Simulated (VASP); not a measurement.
# AlNi (Pm-3m) in VASP: further runs

Aim: see how the results for AlNi move with the level of theory and the settings. Levels: PBE, PBEsol. Tasks: single point.

All numbers are computed with VASP 6.6.1; they aren't measurements. Logs are shortened: lines on timing, memory, paths and dates and some standing lists are left out, and cuts for length are marked.

## (1) The cell of the first run

Symmetry: Pm-3m, No. 221, cubic system. The conventional cell has a = 2.881 Å, b = 2.881 Å, c = 2.881 Å, α = 90.00°, β = 90.00°, γ = 90.00°. Within 3.3 Å of Ni (site symmetry m-3m) lie 8 Al at 2.50 Å and 6 Ni at 2.88 Å. Within 3.3 Å of Al (site symmetry m-3m) lie 8 Ni at 2.50 Å and 6 Al at 2.88 Å.

## (2) Single point, PBE, collinear spin, ferromagnetic start

Contents of INCAR:

```
PREC = Accurate
ENCUT = 520
EDIFF = 1E-6
ISMEAR = 0
SIGMA = 0.019000000000000003
LREAL = F
LASPH = T
NELM = 150
ALGO = Normal
ISIF = 2
LWAVE = F
LCHARG = T
ISPIN = 2
MAGMOM = 1 0
LORBIT = 11
LMAXMIX = 4
GGA = PE
LELF = T
LVHAR = T
NBANDS = 18
```

Contents of KPOINTS:

```
Automatic mesh
0
Gamma
  9 9 9
```

Contents of POSCAR:

```
AlNi
1.0
    2.8810000000      0.0000000000      0.0000000000
    0.0000000000      2.8810000000      0.0000000000
    0.0000000000      0.0000000000      2.8810000000
Ni Al
1 1
Direct
    0.5000000000      0.5000000000      0.5000000000
    0.0000000000      0.0000000000      0.0000000000
```

Potentials or basis: VASP PAW PBE potentials, release 64 (Ni, Al).

On the command line:

```console
cat potpaw_PBE.64/Ni/POTCAR potpaw_PBE.64/Al/POTCAR > POTCAR
mpirun -np 1 vasp_std > vasp.out
```

OUTCAR:

```text
PREC = Accurate
   ENCUT = 520
   EDIFF = 1E-6
   ISMEAR = 0
   LREAL = F
   LASPH = T
   NELM = 150
   ISIF = 2
   ISPIN = 2
   LORBIT = 11
   GGA = PE

 ion  position               nearest neighbor table
   1  0.500  0.500  0.500-   2 2.50   2 2.50   2 2.50   2 2.50   2 2.50   2 2.50   2 2.50   2 2.50

   2  0.000  0.000  0.000-   1 2.50   1 2.50   1 2.50   1 2.50   1 2.50   1 2.50   1 2.50   1 2.50

  LATTYP: Found a simple cubic cell.
 ALAT       =     2.8810000000

  Lattice vectors:

 A1 = (   2.8810000000,   0.0000000000,   0.0000000000)
 A2 = (   0.0000000000,   2.8810000000,   0.0000000000)
 A3 = (   0.0000000000,   0.0000000000,   2.8810000000)

Analysis of symmetry for initial positions (statically):
=====================================================================
 Subroutine PRICEL returns:
 Original cell was already a primitive cell.

 Routine SETGRP: Setting up the symmetry group for a
 simple cubic supercell.

 Subroutine GETGRP returns: Found 48 space group operations
 (whereof 48 operations were pure point group operations)
 out of a pool of 48 trial point group operations.

The static configuration has the point symmetry O_h .

Analysis of symmetry for dynamics (positions and initial velocities):
=====================================================================
 Subroutine PRICEL returns:
 Original cell was already a primitive cell.

 Routine SETGRP: Setting up the symmetry group for a
 simple cubic supercell.

 Subroutine GETGRP returns: Found 48 space group operations
 (whereof 48 operations were pure point group operations)
 out of a pool of 48 trial point group operations.

The dynamic configuration has the point symmetry O_h .

Analysis of structural, dynamic, and magnetic symmetry:
=====================================================================
 Subroutine PRICEL returns:
 Original cell was already a primitive cell.

 Routine SETGRP: Setting up the symmetry group for a
 simple cubic supercell.

 Subroutine GETGRP returns: Found 48 space group operations
 (whereof 48 operations were pure point group operations)
 out of a pool of 48 trial point group operations.

The overall configuration has the point symmetry O_h .

 Subroutine INISYM returns: Found 48 space group operations
 (whereof 48 operations are pure point group operations),
 and found     1 'primitive' translations

----------------------------------------------------------------------------------------

                                     Primitive cell

  volume of cell :      23.9128

  direct lattice vectors                    reciprocal lattice vectors
     2.881000000  0.000000000  0.000000000     0.347101701  0.000000000  0.000000000
     0.000000000  2.881000000  0.000000000     0.000000000  0.347101701  0.000000000
     0.000000000  0.000000000  2.881000000     0.000000000  0.000000000  0.347101701

  length of vectors
     2.881000000  2.881000000  2.881000000     0.347101701  0.347101701  0.347101701

  position of ions in fractional coordinates (direct lattice)
     0.500000000  0.500000000  0.500000000
     0.000000000  0.000000000  0.000000000

  ion indices of the primitive-cell ions
   primitive index   ion index
                 1           1
                 2           2

----------------------------------------------------------------------------------------

 KPOINTS: Automatic mesh

Automatic generation of k-mesh.
 Grid dimensions read from file:
 generate k-points for:    9    9    9

 Generating k-lattice:

  Cartesian coordinates                     Fractional coordinates (reciprocal lattice)
     0.038566856  0.000000000  0.000000000     0.111111111  0.000000000  0.000000000
     0.000000000  0.038566856  0.000000000     0.000000000  0.111111111  0.000000000
     0.000000000  0.000000000  0.038566856     0.000000000  0.000000000  0.111111111

  Length of vectors
     0.038566856  0.038566856  0.038566856

  Shift w.r.t. Gamma in fractional coordinates (k-lattice)
     0.000000000  0.000000000  0.000000000

 Subroutine IBZKPT returns following result:
 ===========================================

 Found     35 irreducible k-points:

 Following reciprocal coordinates:
            Coordinates               Weight
  0.000000  0.000000  0.000000      1.000000
  0.111111  0.000000  0.000000      6.000000
  0.222222  0.000000  0.000000      6.000000
  0.333333  0.000000  0.000000      6.000000
  0.444444  0.000000  0.000000      6.000000
  0.111111  0.111111  0.000000     12.000000
[... 16 lines left out ...]
  0.333333  0.333333  0.111111     24.000000
  0.444444  0.333333  0.111111     48.000000
 [... further k-points ...]
   k-points           NKPTS =     35   k-points in BZ     NKDIM =     35   number of bands    NBANDS=     18
   number of dos      NEDOS =    301   number of ions     NIONS =      2
   total plane-waves  NPLWV =  13824
   dimension x,y,z NGX =    24 NGY =   24 NGZ =   24
   dimension x,y,z NGXF=    48 NGYF=   48 NGZF=   48
   ions per type =               1   1
   NGX,Y,Z   is equivalent  to a cutoff of  13.85, 13.85, 13.85 a.u.
   NGXF,Y,Z  is equivalent  to a cutoff of  27.70, 27.70, 27.70 a.u.
 SYSTEM =  unknown system
   PREC   = accura    normal or accurate (medium, high low for compatibility)
   ISTART =      0    job   : 0-new  1-cont  2-samecut
   ICHARG =      2    charge: 1-file 2-atom 10-const
   ISPIN  =      2    spin polarized calculation?
   LNONCOLLINEAR =      F non collinear calculations
   LSORBIT =      F    spin-orbit coupling
   LASPH  =      T    aspherical Exc in radial PAW
   ENCUT  =  520.0 eV  38.22 Ry    6.18 a.u.   5.36  5.36  5.36*2*pi/ulx,y,z
   NELM   =    150;   NELMIN=  2; NELMDL= -5     # of ELM steps
   EDIFF  = 0.1E-05   stopping-criterion for ELM
   LREAL  =      F    real-space projection
   EDIFFG = 0.1E-04   stopping-criterion for IOM
   NSW    =      0    number of steps for IOM
   IBRION =     -1    ionic relax: 0-MD 1-quasi-New 2-CG
   NFREE  =      0    steps in history (QN), initial steepest desc. (CG)
   ISIF   =      2    stress and relaxation
   ISYM   =      2    0-nonsym 1-usesym 2-fastsym
   POTIM  = 0.5000    time-step for ionic-motion
   TEBEG  =    0.0;   TEEND  =   0.0 temperature during run
   PSTRESS=    0.0 pullay stress
   NELECT =      13.0000    total number of electrons
   NUPDOWN=      -1.0000    fix difference up-down
   EMIN   =  10.00;   EMAX   =-10.00  energy-range for DOS
   EFERMI =   0.00;   METHOD = LEGACY
   ISMEAR =     0;   SIGMA  =   0.02  broadening in eV -4-tet -1-fermi 0-gaus
   EFERMI_NEDOS =   21; number of points for ismear=-14 and -15
   IALGO  =     38    algorithm
   IMIX   =      4    mixing-type and parameters
     AMIX     =   0.40;   BMIX     =  1.00
     AMIX_MAG =   1.60;   BMIX_MAG =  1.00
  volume/ion in A,a.u.               =      11.96        80.69
  Fermi-wavevector in a.u.,A,eV,Ry     =   1.336122  2.524904 24.289410  1.785221
  Thomas-Fermi vector in A             =   2.464773
   LORBIT       =     11    0 simple, 1 ext, 2 COOP (PROOUT), +10 PAW based schemes
   GGA     = PE    functional components
   LHFCALC =     F    Hartree Fock is set to
   AEXX    =    0.0000 exact exchange contribution
   IVDW    =     0    specifies the selected vdW correction
   LEPSILON=     F    determine dielectric tensor
   LRPA    =     F    only Hartree local field effects (RPA)
 spin polarized calculation
 Gauss-broadening in eV      SIGMA  =   0.02
  energy-cutoff  :      520.00
  volume of cell :       23.91
 maximum number of plane-waves:       656
 NGX is ok and might be reduce to    24
   NGX = 11   NGY = 11   NGZ = 11

 number of electron      13.0000015 magnetization       0.0203328

 number of electron      13.0000015 magnetization      -0.0003217

 Free energy of the ion-electron system (eV)
  ---------------------------------------------------
  ext. energy  EPLUGINS =         0.00000000
  ---------------------------------------------------
  free energy    TOTEN  =       -10.53307729 eV

  energy without entropy =      -10.53303296  energy(sigma->0) =      -10.53305512

 E-fermi :  10.0438     XC(G=0): -12.0490

 val. band max:        9.9608846201   @ k =   0.3333   0.3333   0.0000
 cond. band min:      10.0710246741   @ k =   0.3333   0.1111   0.1111
 fundamental gap:      0.1101400540
 Fermi energy:        10.0438049452

 spin component 1

 k-point     1 :       0.0000    0.0000    0.0000
  band No.  band energies     occupation
      1      -1.1119      1.00000
      2       6.7887      1.00000
      3       6.7887      1.00000
      4       8.4711      1.00000
      5       8.4711      1.00000
      6       8.4711      1.00000
[... 10 lines left out ...]
     17      33.3681      0.00000
     18      33.3681      0.00000
[... 463 lines left out ...]
 k-point    24 :       0.4444    0.3333    0.1111
  band No.  band energies     occupation
      1       3.9907      1.00000
      2       5.5887      1.00000
      3       7.0142      1.00000
      4       7.5361      1.00000
      5       8.0974      1.00000
      6       8.2449      1.00000
[... 10 lines left out ...]
     17      32.6026      0.00000
     18      36.4541      0.00000

 [... further k-points ...]

 spin component 2

 k-point     1 :       0.0000    0.0000    0.0000
  band No.  band energies     occupation
      1      -1.1119      1.00000
      2       6.7884      1.00000
      3       6.7884      1.00000
      4       8.4710      1.00000
      5       8.4710      1.00000
      6       8.4710      1.00000
[... 10 lines left out ...]
     17      33.3681      0.00000
     18      33.3681      0.00000
[... 463 lines left out ...]
 k-point    24 :       0.4444    0.3333    0.1111
  band No.  band energies     occupation
      1       3.9906      1.00000
      2       5.5886      1.00000
      3       7.0141      1.00000
      4       7.5358      1.00000
      5       8.0972      1.00000
      6       8.2448      1.00000
[... 10 lines left out ...]
     17      32.6025      0.00000
     18      36.4540      0.00000

 [... further k-points ...]
[... 5 lines left out ...]
  --------------------------------------------------------------------------------------
  -------------------------------------------------------------------------------------
  Total        0.2845639      0.2845639      0.2845639      0.0000000      0.0000000     -0.0000000
  in kB       19.0660463     19.0660463     19.0660463      0.0000000      0.0000000     -0.0000000
  external PRESSURE =      19.0660463 kB  Pullay stress =       0.0000000 kB

 VOLUME and BASIS-vectors are now :
 -----------------------------------------------------------------------------
  energy-cutoff  :      520.00
  volume of cell :       23.91
      direct lattice vectors                 reciprocal lattice vectors
     2.881000000  0.000000000  0.000000000     0.347101701  0.000000000  0.000000000
     0.000000000  2.881000000  0.000000000     0.000000000  0.347101701  0.000000000
     0.000000000  0.000000000  2.881000000     0.000000000  0.000000000  0.347101701

 POSITION                                       TOTAL-FORCE (eV/Angst)
 -----------------------------------------------------------------------------------
      1.44050      1.44050      1.44050         0.000000      0.000000      0.000000
      0.00000      0.00000      0.00000         0.000000      0.000000      0.000000
 -----------------------------------------------------------------------------------
    total drift:                                0.000000      0.000000     -0.000000

  FREE ENERGIE OF THE ION-ELECTRON SYSTEM (eV)
  ---------------------------------------------------
  free  energy   TOTEN  =       -10.5330772918 eV

  energy  without entropy=      -10.5330329555  energy(sigma->0) =      -10.53305512

 total charge

# of ion       s       p       d       tot
------------------------------------------
    1        0.475   0.518   8.471   9.464
    2        0.384   0.413   0.000   0.797
--------------------------------------------------
tot          0.859   0.931   8.471  10.261

 magnetization (x)

# of ion       s       p       d       tot
------------------------------------------
    1       -0.000   0.000  -0.000  -0.000
    2       -0.000  -0.000   0.000  -0.000
--------------------------------------------------
tot         -0.000   0.000  -0.000  -0.000
```

Run time: 52 s. Hardware: 1 thread of Intel Xeon 8259CL, shared host; peak memory 0.16 GiB.

Results:

```
Free energy                                           : -10.5331 eV
Pressure                                              : 1.9 GPa
Net moment                                            : 0.00 μB per cell
Valence electrons inside the program's atomic spheres : Ni 9.46; Al 0.80
```

Levels at points of the mesh, in eV from the Fermi level:
Spin up:
```csv
k point,band 3,band 4,band 5,band 6,band 7,band 8,band 9,band 10
"(0.00, 0.00, 0.00)",-3.26,-1.57,-1.57,-1.57,5.48,5.48,5.48,8.10
```
Spin down:
| k point | band 2 | band 3 | band 4 | band 5 | band 6 | band 7 | band 8 | band 9 | band 10 | band 11 |
| --- | --- | --- | --- | --- | --- | --- | --- | --- | --- | --- |
| (0.00, 0.00, 0.00) | -3.26 | -3.26 | -1.57 | -1.57 | -1.57 | 5.48 | 5.48 | 5.48 | 8.10 | 8.10 |

(Part 1 of 2 ends here.)
